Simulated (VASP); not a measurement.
# MgSn2N2 (P-4m2) in VASP: a series of runs

Aim: see how the results for MgSn2N2 move with the level of theory and the settings. Levels: PBEsol, BLYP, PBE, revPBE. Tasks: single point.

Program: VASP 6.6.1. These are calculated values, not measurements. Logs are shortened: lines on timing, memory, paths and dates and some standing lists are left out, and cuts for length are marked.

### 1 The cell of the first run

The structure is tetragonal, space group P-4m2 (No. 115). The conventional cell has a = 3.361 Å, b = 3.361 Å, c = 8.188 Å, α = 90.00°, β = 90.00°, γ = 90.00°. Mg (site symmetry -4m2) has 4 N at 2.09 Å within 2.8 Å. Within 2.8 Å of Sn (site symmetry 2mm) lie 2 N at 2.11 Å. N (site symmetry 2mm) has 2 Mg at 2.09 Å and 2 Sn at 2.11 Å within 2.8 Å.

### 2 Single point, PBEsol

INCAR reads:

```
SYSTEM = MgSn2N2
PREC     = Accurate       ! precision mode
ENCUT    = 520            ! plane-wave cutoff, eV
EDIFF    = 1E-7           ! SCF threshold, eV
ISMEAR   = 0              ! smearing method
SIGMA    = 0.1            ! smearing width, eV
LREAL    = .False.        ! projectors in reciprocal space
LASPH    = .True.         ! aspherical terms in the spheres
NELM     = 100            ! most SCF steps
ALGO     = Normal         ! electronic algorithm
ISIF     = 2              ! what is computed and relaxed
LWAVE    = .False.        ! write WAVECAR
LCHARG   = .False.        ! write CHGCAR
GGA      = PS             ! functional
NBANDS   = 28             ! bands
```

KPOINTS reads:

```
regular mesh
0
Gamma
  3 3 1
  0 0 0
```

POSCAR reads:

```
MgSn2N2
1.0
    3.3605490000      0.0000000000      0.0000000000
    0.0000000000      3.3605490000      0.0000000000
    0.0000000000      0.0000000000      8.1883940000
Mg Sn N
1 2 2
Direct
    0.5000000000      0.5000000000      0.0000000000
    0.0000000000      0.0000000000      0.6921370000
    0.0000000000      0.0000000000      0.3078630000
    0.0000000000      0.5000000000      0.1526980000
    0.5000000000      0.0000000000      0.8473020000
```

Potentials or basis: VASP PAW PBE potentials, release 64 (Mg, Sn_d, N).

Command:

```console
cat potpaw_PBE.64/Mg/POTCAR potpaw_PBE.64/Sn_d/POTCAR potpaw_PBE.64/N/POTCAR > POTCAR
mpirun -np 1 vasp_std > vasp.out
```

OUTCAR:

```text
SYSTEM = MgSn2N2
   PREC = Accurate
   ENCUT = 520
   EDIFF = 1E-7
   ISMEAR = 0
   LREAL = .False.
   LASPH = .True.
   NELM = 100
   ISIF = 2
   GGA = PS

 ion  position               nearest neighbor table
   1  0.500  0.500  0.000-   4 2.09   5 2.09   5 2.09   4 2.09   2 3.46   3 3.46   2 3.46   2 3.46
                             3 3.46   3 3.46   2 3.46   3 3.46
   2  0.000  0.000  0.692-   5 2.11   5 2.11   3 3.15   1 3.46   1 3.46   1 3.46   1 3.46
   3  0.000  0.000  0.308-   4 2.11   4 2.11   2 3.15   1 3.46   1 3.46   1 3.46   1 3.46
   4  0.000  0.500  0.153-   1 2.09   1 2.09   3 2.11   3 2.11
   5  0.500  0.000  0.847-   1 2.09   1 2.09   2 2.11   2 2.11

  LATTYP: Found a simple tetragonal cell.
 ALAT       =     3.3605490000
 C/A-ratio  =     2.4366238969

  Lattice vectors:

 A1 = (   3.3605490000,   0.0000000000,   0.0000000000)
 A2 = (   0.0000000000,   3.3605490000,   0.0000000000)
 A3 = (   0.0000000000,   0.0000000000,   8.1883940000)

Analysis of symmetry for initial positions (statically):
=====================================================================
 Subroutine PRICEL returns:
 Original cell was already a primitive cell.

 Routine SETGRP: Setting up the symmetry group for a
 simple tetragonal supercell.

 Subroutine GETGRP returns: Found  8 space group operations
 (whereof  8 operations were pure point group operations)
 out of a pool of 16 trial point group operations.

The static configuration has the point symmetry D_2d.

Analysis of symmetry for dynamics (positions and initial velocities):
=====================================================================
 Subroutine PRICEL returns:
 Original cell was already a primitive cell.

 Routine SETGRP: Setting up the symmetry group for a
 simple tetragonal supercell.

 Subroutine GETGRP returns: Found  8 space group operations
 (whereof  8 operations were pure point group operations)
 out of a pool of 16 trial point group operations.

The dynamic configuration has the point symmetry D_2d.

 Subroutine INISYM returns: Found  8 space group operations
 (whereof  8 operations are pure point group operations),
 and found     1 'primitive' translations

----------------------------------------------------------------------------------------

                                     Primitive cell

  volume of cell :      92.4739

  direct lattice vectors                    reciprocal lattice vectors
     3.360549000  0.000000000  0.000000000     0.297570427  0.000000000  0.000000000
     0.000000000  3.360549000  0.000000000     0.000000000  0.297570427  0.000000000
     0.000000000  0.000000000  8.188394000     0.000000000  0.000000000  0.122124070

  length of vectors
     3.360549000  3.360549000  8.188394000     0.297570427  0.297570427  0.122124070

  position of ions in fractional coordinates (direct lattice)
     0.500000000  0.500000000  0.000000000
     0.000000000  0.000000000  0.692137000
     0.000000000  0.000000000  0.307863000
     0.000000000  0.500000000  0.152698000
     0.500000000  0.000000000  0.847302000

  ion indices of the primitive-cell ions
   primitive index   ion index
                 1           1
                 2           2
                 3           3
                 4           4
                 5           5

----------------------------------------------------------------------------------------

 KPOINTS: regular mesh

Automatic generation of k-mesh.
 Grid dimensions read from file:
 generate k-points for:    3    3    1

 Generating k-lattice:

  Cartesian coordinates                     Fractional coordinates (reciprocal lattice)
     0.099190142  0.000000000  0.000000000     0.333333333  0.000000000  0.000000000
     0.000000000  0.099190142  0.000000000     0.000000000  0.333333333  0.000000000
     0.000000000  0.000000000  0.122124070     0.000000000  0.000000000  1.000000000

  Length of vectors
     0.099190142  0.099190142  0.122124070

  Shift w.r.t. Gamma in fractional coordinates (k-lattice)
     0.000000000  0.000000000  0.000000000

 Subroutine IBZKPT returns following result:
 ===========================================

 Found      3 irreducible k-points:

 Following reciprocal coordinates:
            Coordinates               Weight
  0.000000  0.000000  0.000000      1.000000
  0.333333  0.000000  0.000000      4.000000
  0.333333  0.333333  0.000000      4.000000
   k-points           NKPTS =      3   k-points in BZ     NKDIM =      3   number of bands    NBANDS=     28
   number of dos      NEDOS =    301   number of ions     NIONS =      5
   total plane-waves  NPLWV =  50176
   dimension x,y,z NGX =    28 NGY =   28 NGZ =   64
   dimension x,y,z NGXF=    56 NGYF=   56 NGZF=  128
   ions per type =               1   2   2
   NGX,Y,Z   is equivalent  to a cutoff of  13.85, 13.85, 12.99 a.u.
   NGXF,Y,Z  is equivalent  to a cutoff of  27.70, 27.70, 25.99 a.u.
 SYSTEM =  MgSn2N2
   PREC   = accura    normal or accurate (medium, high low for compatibility)
   ISTART =      0    job   : 0-new  1-cont  2-samecut
   ICHARG =      2    charge: 1-file 2-atom 10-const
   ISPIN  =      1    spin polarized calculation?
   LNONCOLLINEAR =      F non collinear calculations
   LSORBIT =      F    spin-orbit coupling
   LASPH  =      T    aspherical Exc in radial PAW
   ENCUT  =  520.0 eV  38.22 Ry    6.18 a.u.   6.25  6.25 15.22*2*pi/ulx,y,z
   NELM   =    100;   NELMIN=  2; NELMDL= -5     # of ELM steps
   EDIFF  = 0.1E-06   stopping-criterion for ELM
   LREAL  =      F    real-space projection
   EDIFFG = 0.1E-05   stopping-criterion for IOM
   NSW    =      0    number of steps for IOM
   IBRION =     -1    ionic relax: 0-MD 1-quasi-New 2-CG
   NFREE  =      0    steps in history (QN), initial steepest desc. (CG)
   ISIF   =      2    stress and relaxation
   ISYM   =      2    0-nonsym 1-usesym 2-fastsym
   POTIM  = 0.5000    time-step for ionic-motion
   TEBEG  =    0.0;   TEEND  =   0.0 temperature during run
   PSTRESS=    0.0 pullay stress
   NELECT =      40.0000    total number of electrons
   NUPDOWN=      -1.0000    fix difference up-down
   EMIN   =  10.00;   EMAX   =-10.00  energy-range for DOS
   EFERMI =   0.00;   METHOD = LEGACY
   ISMEAR =     0;   SIGMA  =   0.10  broadening in eV -4-tet -1-fermi 0-gaus
   EFERMI_NEDOS =   21; number of points for ismear=-14 and -15
   IALGO  =     38    algorithm
   IMIX   =      4    mixing-type and parameters
     AMIX     =   0.40;   BMIX     =  1.00
     AMIX_MAG =   1.60;   BMIX_MAG =  1.00
  volume/ion in A,a.u.               =      18.49       124.81
  Fermi-wavevector in a.u.,A,eV,Ry     =   1.238098  2.339666 20.856196  1.532887
  Thomas-Fermi vector in A             =   2.372638
   LORBIT       =      0    0 simple, 1 ext, 2 COOP (PROOUT), +10 PAW based schemes
   GGA     = PS    functional components
   LHFCALC =     F    Hartree Fock is set to
   AEXX    =    0.0000 exact exchange contribution
   IVDW    =     0    specifies the selected vdW correction
   LEPSILON=     F    determine dielectric tensor
   LRPA    =     F    only Hartree local field effects (RPA)
 non-spin polarized calculation
 Gauss-broadening in eV      SIGMA  =   0.10
  energy-cutoff  :      520.00
  volume of cell :       92.47
 maximum number of plane-waves:      2503
 NGX is ok and might be reduce to    28
   NGX = 13   NGY = 13   NGZ = 31

 number of electron      40.0000006 magnetization

 Free energy of the ion-electron system (eV)
  ---------------------------------------------------
  ext. energy  EPLUGINS =         0.00000000
  ---------------------------------------------------
  free energy    TOTEN  =       -27.43068654 eV

  energy without entropy =      -27.42119656  energy(sigma->0) =      -27.42594155

 E-fermi :   5.6970     XC(G=0):  -9.9726

 val. band max:        5.6283543317   @ k =   0.0000   0.0000   0.0000
 cond. band min:       5.8196038662   @ k =   0.3333   0.3333   0.0000
 fundamental gap:      0.1912495345
 Fermi energy:         5.6969937102

 k-point     1 :       0.0000    0.0000    0.0000
  band No.  band energies     occupation
      1     -15.8856      2.00000
      2     -15.8837      2.00000
      3     -15.7237      2.00000
      4     -15.6700      2.00000
      5     -15.6700      2.00000
      6     -15.6272      2.00000
[... 20 lines left out ...]
     27      13.0047      0.00000
     28      13.2975      0.00000

 k-point     2 :       0.3333    0.0000    0.0000
  band No.  band energies     occupation
      1     -15.8269      2.00000
      2     -15.7999      2.00000
      3     -15.7684      2.00000
      4     -15.6866      2.00000
      5     -15.6650      2.00000
      6     -15.6579      2.00000
[... 20 lines left out ...]
     27      13.4617      0.00000
     28      13.6068      0.00000

 k-point     3 :       0.3333    0.3333    0.0000
  band No.  band energies     occupation
      1     -15.7906      2.00000
      2     -15.7875      2.00000
      3     -15.7174      2.00000
      4     -15.6839      2.00000
      5     -15.6790      2.00000
      6     -15.6678      2.00000
[... 20 lines left out ...]
     27      12.0172      0.00000
     28      13.3269      0.00000

------------------------ aborting loop because EDIFF is reached ----------------------------------------

  FORCE on cell =-STRESS in cart. coord.  units (eV):
  Direction    XX          YY          ZZ          XY          YZ          ZX
  --------------------------------------------------------------------------------------
  -------------------------------------------------------------------------------------
  Total       -1.2853194     -1.2853194      0.4809227      0.0000000      0.0000000      0.0000000
  in kB      -22.2690889    -22.2690889      8.3323334      0.0000000      0.0000000      0.0000000
  external PRESSURE =     -12.0686148 kB  Pullay stress =       0.0000000 kB

 VOLUME and BASIS-vectors are now :
 -----------------------------------------------------------------------------
  energy-cutoff  :      520.00
  volume of cell :       92.47
      direct lattice vectors                 reciprocal lattice vectors
     3.360549000  0.000000000  0.000000000     0.297570427  0.000000000  0.000000000
     0.000000000  3.360549000  0.000000000     0.000000000  0.297570427  0.000000000
     0.000000000  0.000000000  8.188394000     0.000000000  0.000000000  0.122124070

 POSITION                                       TOTAL-FORCE (eV/Angst)
 -----------------------------------------------------------------------------------
      1.68027      1.68027      0.00000        -0.000000      0.000000      0.000000
      0.00000      0.00000      5.66749        -0.000000     -0.000000      0.447007
      0.00000      0.00000      2.52090        -0.000000     -0.000000     -0.447007
      0.00000      1.68027      1.25035        -0.000000     -0.000000     -0.024169
      1.68027      0.00000      6.93804         0.000000     -0.000000      0.024169
 -----------------------------------------------------------------------------------
    total drift:                               -0.000000      0.000000      0.000000

  FREE ENERGIE OF THE ION-ELECTRON SYSTEM (eV)
  ---------------------------------------------------
  free  energy   TOTEN  =       -27.4306865408 eV

  energy  without entropy=      -27.4211965564  energy(sigma->0) =      -27.42594155
```

Run time: 29 s. Hardware: 1 thread of Intel Xeon 6975P-C, shared host; peak memory 0.21 GiB.

Results:

```
Free energy            : -27.4307 eV
Pressure               : -1.2 GPa
Largest force          : 0.447 eV/Å
Band gap on the k mesh : 0.19 eV, indirect (least direct gap 0.55 eV)
```

Forces in eV/Å, atoms in the order of the input:
```
Mg   0.000  0.000  0.000
Sn   0.000  0.000  0.447
Sn   0.000  0.000 -0.447
N    0.000  0.000 -0.024
N    0.000  0.000  0.024
```

Stress tensor (GPa, compression positive):
```
-2.23  0.00  0.00
 0.00 -2.23  0.00
 0.00  0.00  0.83
```

Caveat: the k points lie up to 0.77 Å⁻¹ apart; the PAW data sets were made with another functional, which shifts forces and pressure a little; spin-orbit coupling is left out, which moves the levels of the heavy elements. A k mesh can miss the band edges.

[end of part 1 of 2]
